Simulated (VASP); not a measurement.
# TiO2 (fluorite type) (Fm-3m) in VASP: further runs

TiO2 (fluorite type) is run at these levels: PBE; tasks: density of states.

Program: VASP 6.6.1. These are calculated values, not measurements. Logs are shortened: lines on timing, memory, paths and dates and some standing lists are left out, and cuts for length are marked.

**1. The cell of the first run**

The structure is cubic, space group Fm-3m (No. 225). The conventional cell has a = 4.119 Å, b = 4.119 Å, c = 4.119 Å, α = 90.00°, β = 90.00°, γ = 90.00°. Within 2.4 Å of Ti (site symmetry m-3m) lie 8 O at 1.78 Å. Within 2.4 Å of O (site symmetry -43m) lie 4 Ti at 1.78 Å and 6 O at 2.06 Å.

**2. Density of states, PBE (volume scaled by 0.62)**

Input file POSCAR:

```
TiO2
1.0
    0.0000000000      2.0592701908      2.0592701908
    2.0592701908      0.0000000000      2.0592701908
    2.0592701908      2.0592701908      0.0000000000
Ti O
1 2
Direct
    0.0000000000      0.0000000000      0.0000000000
    0.2500000000      0.2500000000      0.2500000000
    0.7500000000      0.7500000000      0.7500000000
```

Input file INCAR.step1:

```
SYSTEM = TiO2
  PREC = Accurate
  ENCUT = 520
  EDIFF = 1E-6
  ISMEAR = -1
  SIGMA = 0.1
  LREAL = .False.
  LASPH = .True.
  NELM = 60
  ALGO = Normal
  ISIF = 2
  LWAVE = .False.
  LCHARG = .True.
  LMAXMIX = 4
  GGA = PE
  NBANDS = 19
```

Input file KPOINTS.step1:

```
Automatic mesh
0
Gamma
  12 12 12
  0 0 0
```

Input file INCAR.step2:

```
SYSTEM = TiO2
  PREC = Accurate
  ENCUT = 520
  EDIFF = 1E-6
  ISMEAR = -5
  SIGMA = 0.1
  LREAL = .False.
  LASPH = .True.
  NELM = 60
  ALGO = Normal
  ISIF = 2
  LWAVE = .False.
  LCHARG = .False.
  LMAXMIX = 4
  GGA = PE
  LORBIT = 11
  NBANDS = 19
  NEDOS = 1001
  ICHARG = 11
```

Input file KPOINTS.step2:

```
Automatic mesh
0
Gamma
  18 18 18
  0 0 0
```

Potentials or basis: VASP PAW PBE potentials, release 64 (Ti_sv, O).

On the command line:

```console
$ cat potpaw_PBE.64/Ti_sv/POTCAR potpaw_PBE.64/O/POTCAR > POTCAR
$ cp INCAR.step1 INCAR
$ cp KPOINTS.step1 KPOINTS
$ mpirun -np 1 vasp_std > vasp.out
$ cp INCAR.step2 INCAR
$ cp KPOINTS.step2 KPOINTS
$ mpirun -np 1 vasp_std > vasp.out
```

OUTCAR:

```text
SYSTEM = TiO2
   PREC = Accurate
   ENCUT = 520
   EDIFF = 1E-6
   ISMEAR = -5
   LREAL = .False.
   LASPH = .True.
   NELM = 60
   ISIF = 2
   GGA = PE
   LORBIT = 11
   ICHARG = 11

 ion  position               nearest neighbor table
   1  0.000  0.000  0.000-   2 1.78   3 1.78   3 1.78   3 1.78   3 1.78   2 1.78   2 1.78   2 1.78

   2  0.250  0.250  0.250-   1 1.78   1 1.78   1 1.78   1 1.78
   3  0.750  0.750  0.750-   1 1.78   1 1.78   1 1.78   1 1.78

  LATTYP: Found a face centered cubic cell.
 ALAT       =     4.1185403816

  Lattice vectors:

 A1 = (   0.0000000000,   2.0592701908,   2.0592701908)
 A2 = (   2.0592701908,   0.0000000000,   2.0592701908)
 A3 = (   2.0592701908,   2.0592701908,   0.0000000000)

Analysis of symmetry for initial positions (statically):
=====================================================================
 Subroutine PRICEL returns:
 Original cell was already a primitive cell.

 Routine SETGRP: Setting up the symmetry group for a
 face centered cubic supercell.

 Subroutine GETGRP returns: Found 48 space group operations
 (whereof 48 operations were pure point group operations)
 out of a pool of 48 trial point group operations.

The static configuration has the point symmetry O_h .

Analysis of symmetry for dynamics (positions and initial velocities):
=====================================================================
 Subroutine PRICEL returns:
 Original cell was already a primitive cell.

 Routine SETGRP: Setting up the symmetry group for a
 face centered cubic supercell.

 Subroutine GETGRP returns: Found 48 space group operations
 (whereof 48 operations were pure point group operations)
 out of a pool of 48 trial point group operations.

The dynamic configuration has the point symmetry O_h .

 Subroutine INISYM returns: Found 48 space group operations
 (whereof 48 operations are pure point group operations),
 and found     1 'primitive' translations

----------------------------------------------------------------------------------------

                                     Primitive cell

  volume of cell :      17.4651

  direct lattice vectors                    reciprocal lattice vectors
     0.000000000  2.059270191  2.059270191    -0.242804466  0.242804466  0.242804466
     2.059270191  0.000000000  2.059270191     0.242804466 -0.242804466  0.242804466
     2.059270191  2.059270191  0.000000000     0.242804466  0.242804466 -0.242804466

  length of vectors
     2.912247832  2.912247832  2.912247832     0.420549672  0.420549672  0.420549672

  position of ions in fractional coordinates (direct lattice)
     0.000000000  0.000000000  0.000000000
     0.250000000  0.250000000  0.250000000
     0.750000000  0.750000000  0.750000000

  ion indices of the primitive-cell ions
   primitive index   ion index
                 1           1
                 2           2
                 3           3

----------------------------------------------------------------------------------------

 KPOINTS: Automatic mesh

Automatic generation of k-mesh.
 Grid dimensions read from file:
 generate k-points for:   18   18   18

 Generating k-lattice:

  Cartesian coordinates                     Fractional coordinates (reciprocal lattice)
    -0.013489137  0.013489137  0.013489137     0.055555556  0.000000000  0.000000000
     0.013489137 -0.013489137  0.013489137     0.000000000  0.055555556  0.000000000
     0.013489137  0.013489137 -0.013489137     0.000000000  0.000000000  0.055555556

  Length of vectors
     0.023363871  0.023363871  0.023363871

  Shift w.r.t. Gamma in fractional coordinates (k-lattice)
     0.000000000  0.000000000  0.000000000

 TETIRR: Found    806 inequivalent tetrahedra from    34992

 Subroutine IBZKPT returns following result:
 ===========================================

 Found    195 irreducible k-points:

 Following reciprocal coordinates:
            Coordinates               Weight
  0.000000  0.000000  0.000000      1.000000
  0.055556  0.000000  0.000000      8.000000
  0.111111  0.000000  0.000000      8.000000
  0.166667  0.000000  0.000000      8.000000
  0.222222  0.000000  0.000000      8.000000
  0.277778  0.000000  0.000000      8.000000
[... 16 lines left out ...]
 -0.277778  0.055556  0.000000     24.000000
 -0.222222  0.055556  0.000000     24.000000
 [... further k-points ...]
   k-points           NKPTS =    195   k-points in BZ     NKDIM =    195   number of bands    NBANDS=     19
   number of dos      NEDOS =   1001   number of ions     NIONS =      3
   total plane-waves  NPLWV =  13824
   dimension x,y,z NGX =    24 NGY =   24 NGZ =   24
   dimension x,y,z NGXF=    48 NGYF=   48 NGZF=   48
   ions per type =               1   2
   NGX,Y,Z   is equivalent  to a cutoff of  13.70, 13.70, 13.70 a.u.
   NGXF,Y,Z  is equivalent  to a cutoff of  27.40, 27.40, 27.40 a.u.
 SYSTEM =  TiO2
   PREC   = accura    normal or accurate (medium, high low for compatibility)
   ISTART =      0    job   : 0-new  1-cont  2-samecut
   ICHARG =     11    charge: 1-file 2-atom 10-const
   ISPIN  =      1    spin polarized calculation?
   LNONCOLLINEAR =      F non collinear calculations
   LSORBIT =      F    spin-orbit coupling
   LASPH  =      T    aspherical Exc in radial PAW
   ENCUT  =  520.0 eV  38.22 Ry    6.18 a.u.   5.41  5.41  5.41*2*pi/ulx,y,z
   NELM   =     60;   NELMIN=  2; NELMDL=  0     # of ELM steps
   EDIFF  = 0.1E-05   stopping-criterion for ELM
   LREAL  =      F    real-space projection
   EDIFFG = 0.1E-04   stopping-criterion for IOM
   NSW    =      0    number of steps for IOM
   IBRION =     -1    ionic relax: 0-MD 1-quasi-New 2-CG
   NFREE  =      0    steps in history (QN), initial steepest desc. (CG)
   ISIF   =      2    stress and relaxation
   ISYM   =      2    0-nonsym 1-usesym 2-fastsym
   POTIM  = 0.5000    time-step for ionic-motion
   TEBEG  =    0.0;   TEEND  =   0.0 temperature during run
   PSTRESS=    0.0 pullay stress
   NELECT =      24.0000    total number of electrons
   NUPDOWN=      -1.0000    fix difference up-down
   EMIN   =  10.00;   EMAX   =-10.00  energy-range for DOS
   EFERMI =   0.00;   METHOD = LEGACY
   ISMEAR =    -5;   SIGMA  =   0.10  broadening in eV -4-tet -1-fermi 0-gaus
   EFERMI_NEDOS =   21; number of points for ismear=-14 and -15
[... 30 lines left out ...]

 E-fermi :  14.5115     XC(G=0): -14.9986

 val. band max:       14.4952706181   @ k =   0.5000   0.5000   0.0000
 cond. band min:      15.6645524674   @ k =   0.0000   0.0000   0.0000
 fundamental gap:      1.1692818493
 Fermi energy:        14.5114674074

 k-point     1 :       0.0000    0.0000    0.0000
  band No.  band energies     occupation
      1     -42.7237      2.00000
      2     -18.6463      2.00000
      3     -18.6463      2.00000
      4     -18.6463      2.00000
      5      -8.9401      2.00000
      6      -1.8674      2.00000
[... 11 lines left out ...]
     18      25.9234      0.00000
     19      32.3848      0.00000

 k-point     2 :       0.0556    0.0000    0.0000
  band No.  band energies     occupation
      1     -42.7171      2.00000
      2     -18.7099      2.00000
      3     -18.6524      2.00000
      4     -18.6524      2.00000
      5      -8.8377      2.00000
      6      -2.0375      2.00000
[... 11 lines left out ...]
     18      25.9892      0.00000
     19      32.5330      0.00000

 k-point     3 :       0.1111    0.0000    0.0000
  band No.  band energies     occupation
      1     -42.6979      2.00000
      2     -18.8872      2.00000
      3     -18.6699      2.00000
      4     -18.6699      2.00000
      5      -8.5492      2.00000
      6      -2.4593      2.00000
[... 11 lines left out ...]
     18      26.2471      0.00000
     19      32.9615      0.00000

 k-point     4 :       0.1667    0.0000    0.0000
  band No.  band energies     occupation
      1     -42.6682      2.00000
      2     -19.1449      2.00000
      3     -18.6964      2.00000
      4     -18.6964      2.00000
      5      -8.1273      2.00000
      6      -2.9698      2.00000
[... 11 lines left out ...]
     18      26.6476      0.00000
     19      33.6537      0.00000

 k-point     5 :       0.2222    0.0000    0.0000
  band No.  band energies     occupation
      1     -42.6315      2.00000
      2     -19.4415      2.00000
      3     -18.7288      2.00000
      4     -18.7288      2.00000
      5      -7.6507      2.00000
      6      -3.4329      2.00000
[... 11 lines left out ...]
     18      27.0053      0.00000
     19      34.3467      0.00000

 k-point     6 :       0.2778    0.0000    0.0000
  band No.  band energies     occupation
      1     -42.5921      2.00000
      2     -19.7375      2.00000
      3     -18.7628      2.00000
      4     -18.7628      2.00000
      5      -7.2173      2.00000
      6      -3.7482      2.00000
[... 11 lines left out ...]
     18      27.1423      0.00000
     19      35.1174      0.00000

 k-point     7 :       0.3333    0.0000    0.0000
  band No.  band energies     occupation
      1     -42.5547      2.00000
      2     -20.0004      2.00000
      3     -18.7945      2.00000
      4     -18.7945      2.00000
      5      -6.9205      2.00000
      6      -3.8548      2.00000
[... 11 lines left out ...]
     18      26.9853      0.00000
     19      36.0442      0.00000

 k-point     8 :       0.3889    0.0000    0.0000
  band No.  band energies     occupation
      1     -42.5241      2.00000
      2     -20.2055      2.00000
      3     -18.8202      2.00000
      4     -18.8202      2.00000
      5      -6.7875      2.00000
      6      -3.7817      2.00000
[... 256 lines left out ...]
 k-point    20 :      -0.4444    0.0556    0.0000
  band No.  band energies     occupation
      1     -42.4970      2.00000
      2     -20.3436      2.00000
      3     -18.8887      2.00000
      4     -18.8429      2.00000
      5      -6.6746      2.00000
      6      -3.6682      2.00000
[... 11 lines left out ...]
     18      26.2519      0.00000
     19      37.8493      0.00000

 k-point    21 :      -0.3889    0.0556    0.0000
  band No.  band energies     occupation
      1     -42.5128      2.00000
      2     -20.2439      2.00000
      3     -18.8809      2.00000
      4     -18.8230      2.00000
      5      -6.6887      2.00000
      6      -3.7880      2.00000
[... 11 lines left out ...]
     18      26.5774      0.00000
     19      37.2532      0.00000

 k-point    22 :      -0.3333    0.0556    0.0000
  band No.  band energies     occupation
      1     -42.5400      2.00000
      2     -20.0672      2.00000
      3     -18.8606      2.00000
      4     -18.7948      2.00000
      5      -6.7788      2.00000
      6      -3.9002      2.00000
[... 11 lines left out ...]
     18      26.9581      0.00000
     19      36.4428      0.00000

 k-point    23 :      -0.2778    0.0556    0.0000
  band No.  band energies     occupation
      1     -42.5751      2.00000
      2     -19.8284      2.00000
      3     -18.8301      2.00000
      4     -18.7613      2.00000
      5      -7.0206      2.00000
      6      -3.8663      2.00000
[... 11 lines left out ...]
     18      27.1762      0.00000
     19      35.4876      0.00000

 k-point    24 :      -0.2222    0.0556    0.0000
  band No.  band energies     occupation
      1     -42.6138      2.00000
      2     -19.5495      2.00000
      3     -18.7926      2.00000
      4     -18.7266      2.00000
      5      -7.4187      2.00000
      6      -3.6239      2.00000
[... 11 lines left out ...]
     18      27.1172      0.00000
     19      34.6729      0.00000

 [... further k-points ...]

------------------------ aborting loop because EDIFF is reached ----------------------------------------

  FORCE on cell =-STRESS in cart. coord.  units (eV):
  Direction    XX          YY          ZZ          XY          YZ          ZX
  --------------------------------------------------------------------------------------
  -------------------------------------------------------------------------------------
  Total       35.1567796     35.1567796     35.1567796      0.0000000      0.0000000      0.0000000
  in kB     3225.1481919   3225.1481919   3225.1481919      0.0000000      0.0000000      0.0000000
  external PRESSURE =    3225.1481919 kB  Pullay stress =       0.0000000 kB

 VOLUME and BASIS-vectors are now :
 -----------------------------------------------------------------------------
  energy-cutoff  :      520.00
  volume of cell :       17.47
      direct lattice vectors                 reciprocal lattice vectors
     0.000000000  2.059270191  2.059270191    -0.242804466  0.242804466  0.242804466
     2.059270191  0.000000000  2.059270191     0.242804466 -0.242804466  0.242804466
     2.059270191  2.059270191  0.000000000     0.242804466  0.242804466 -0.242804466

 POSITION                                       TOTAL-FORCE (eV/Angst)
 -----------------------------------------------------------------------------------
      0.00000      0.00000      0.00000         0.000000     -0.000000      0.000000
      1.02964      1.02964      1.02964        -0.000000     -0.000000     -0.000000
      3.08891      3.08891      3.08891         0.000000      0.000000      0.000000
 -----------------------------------------------------------------------------------
    total drift:                               -0.000000     -0.000000      0.000000

  FREE ENERGIE OF THE ION-ELECTRON SYSTEM (eV)
  ---------------------------------------------------
  free  energy   TOTEN  =       -18.7791769458 eV

  energy  without entropy=      -18.7791769458  energy(sigma->0) =      -18.77917695

 total charge

# of ion       s       p       d       tot
------------------------------------------
    1        2.346   6.635   2.521  11.502
    2        1.630   3.822   0.000   5.451
    3        1.630   3.822   0.000   5.451
--------------------------------------------------
tot          5.606  14.278   2.521  22.405
```

Wall time 83 s (1 thread of AMD EPYC 7R43 (Zen 3), shared host); peak memory 0.15 GiB.

What came out:

| Property | Result |
| --- | --- |
| Valence electrons inside the program's atomic spheres | Ti 11.50; O 5.45 |

Caveat: the cell differs from its parent crystal (volume scaled by 0.62).

**3. Density of states, PBE**

This run uses another cell than the first one, of 9.39 Å³/atom, 1.613 times its volume.

Input file POSCAR:

```
TiO2
1.0
    0.0000000000      2.4149942610      2.4149942610
    2.4149942610      0.0000000000      2.4149942610
    2.4149942610      2.4149942610      0.0000000000
Ti O
1 2
Direct
    0.0000000000      0.0000000000      0.0000000000
    0.2500000000      0.2500000000      0.2500000000
    0.7500000000      0.7500000000      0.7500000000
```

Input file INCAR.step1:

```
SYSTEM = TiO2
PREC     = Accurate       ! precision mode
ENCUT    = 520            ! plane-wave cutoff, eV
EDIFF    = 1E-6           ! SCF threshold, eV
ISMEAR   = -1             ! smearing method
SIGMA    = 0.1            ! smearing width, eV
LREAL    = .False.        ! projectors in reciprocal space
LASPH    = .True.         ! aspherical terms in the spheres
NELM     = 100            ! most SCF steps
ALGO     = Normal         ! electronic algorithm
ISIF     = 2              ! what is computed and relaxed
LWAVE    = .False.        ! write WAVECAR
LCHARG   = .True.         ! write CHGCAR
LMAXMIX  = 4              ! l up to which the mixer works
GGA      = PE             ! functional
NBANDS   = 19             ! bands
```

KPOINTS.step1 is that of step 2.

Input file INCAR.step2:

```
SYSTEM = TiO2
PREC     = Accurate       ! precision mode
ENCUT    = 520            ! plane-wave cutoff, eV
EDIFF    = 1E-6           ! SCF threshold, eV
ISMEAR   = -5             ! smearing method
SIGMA    = 0.1            ! smearing width, eV
LREAL    = .False.        ! projectors in reciprocal space
LASPH    = .True.         ! aspherical terms in the spheres
NELM     = 100            ! most SCF steps
ALGO     = Normal         ! electronic algorithm
ISIF     = 2              ! what is computed and relaxed
LWAVE    = .False.        ! write WAVECAR
LCHARG   = .False.        ! write CHGCAR
LMAXMIX  = 4              ! l up to which the mixer works
GGA      = PE             ! functional
LORBIT   = 11             ! projections on sites
NEDOS    = 2001           ! points of the DOS
ICHARG   = 11             ! starting density
```

KPOINTS.step2 is that of step 2.

Potentials or basis: VASP PAW PBE potentials, release 64 (Ti_sv, O).

On the command line:

```console
$ cat potpaw_PBE.64/Ti_sv/POTCAR potpaw_PBE.64/O/POTCAR > POTCAR
$ cp INCAR.step1 INCAR
$ cp KPOINTS.step1 KPOINTS
$ mpirun -np 1 vasp_std > vasp.out
$ cp INCAR.step2 INCAR
$ cp KPOINTS.step2 KPOINTS
$ mpirun -np 1 vasp_std > vasp.out
```

Run time: 2.4 min. Hardware: 1 thread of AMD EPYC 7R43 (Zen 3), shared host; peak memory 0.18 GiB.

Results (log left out):

* Valence electrons inside the program's atomic spheres: Ti 10.04; O 5.06

Levels at points of the mesh, in eV from the valence-band top:
| k point | band 8 | band 9 | band 10 | band 11 | band 12 | band 13 | band 14 | band 15 | band 16 |
| --- | --- | --- | --- | --- | --- | --- | --- | --- | --- |
| (0.00, 0.00, 0.00) | -5.87 | -5.87 | -0.85 | -0.85 | -0.85 | 1.11 | 1.11 | 5.21 | 5.21 |
| (0.50, 0.00, 0.00) | -4.80 | -3.31 | -3.24 | -2.49 | -2.49 | 1.44 | 1.44 | 2.75 | 4.82 |
| (0.50, 0.50, 0.00) | -4.53 | -4.53 | -2.05 | -2.05 | 0.00 | 1.78 | 1.79 | 2.77 | 4.05 |

**4. Density of states, PBE**

This run uses another cell than the first one, of 9.39 Å³/atom, 1.613 times its volume.

POSCAR is that of step 3.

Input file INCAR.step1:

```
ALGO = Normal
EDIFF = 1E-6
ENCUT = 520
GGA = PE
ISIF = 2
ISMEAR = -1
LASPH = T
LCHARG = T
LMAXMIX = 4
LREAL = F
LWAVE = F
NBANDS = 19
NELM = 100
PREC = Accurate
SIGMA = 0.1
```

Input file KPOINTS.step1:

```
k-points
0
Gamma
  12 12 12
```

Input file INCAR.step2:

```
ALGO = Normal
EDIFF = 1E-6
ENCUT = 520
GGA = PE
ICHARG = 11
ISIF = 2
ISMEAR = -5
LASPH = T
LCHARG = F
LMAXMIX = 4
LORBIT = 11
LREAL = F
LWAVE = F
NEDOS = 2001
NELM = 100
PREC = Accurate
SIGMA = 0.1
```

Input file KPOINTS.step2:

```
k-points
0
Gamma
  18 18 18
```

On the command line:

```console
$ cat potpaw_PBE.64/Ti_sv/POTCAR potpaw_PBE.64/O/POTCAR > POTCAR
$ cp INCAR.step1 INCAR
$ cp KPOINTS.step1 KPOINTS
$ mpirun -np 1 vasp_std > vasp.out
$ cp INCAR.step2 INCAR
$ cp KPOINTS.step2 KPOINTS
$ mpirun -np 1 vasp_std > vasp.out
```

Run time: 1.9 min. Hardware: 1 thread of AMD EPYC 7R13 (Zen 3), shared host; peak memory 0.18 GiB.

It converged, with:

| Property | Result |
| --- | --- |
| Valence electrons inside the program's atomic spheres | Ti 10.04; O 5.06 |

Levels at points of the mesh, in eV from the valence-band top:
| k point | band 8 | band 9 | band 10 | band 11 | band 12 | band 13 | band 14 | band 15 | band 16 |
| --- | --- | --- | --- | --- | --- | --- | --- | --- | --- |
| (0.00, 0.00, 0.00) | -5.87 | -5.87 | -0.85 | -0.85 | -0.85 | 1.11 | 1.11 | 5.21 | 5.21 |
| (0.50, 0.00, 0.00) | -4.80 | -3.31 | -3.24 | -2.49 | -2.49 | 1.44 | 1.44 | 2.75 | 4.82 |
| (0.50, 0.50, 0.00) | -4.53 | -4.53 | -2.05 | -2.05 | 0.00 | 1.78 | 1.79 | 2.77 | 4.05 |
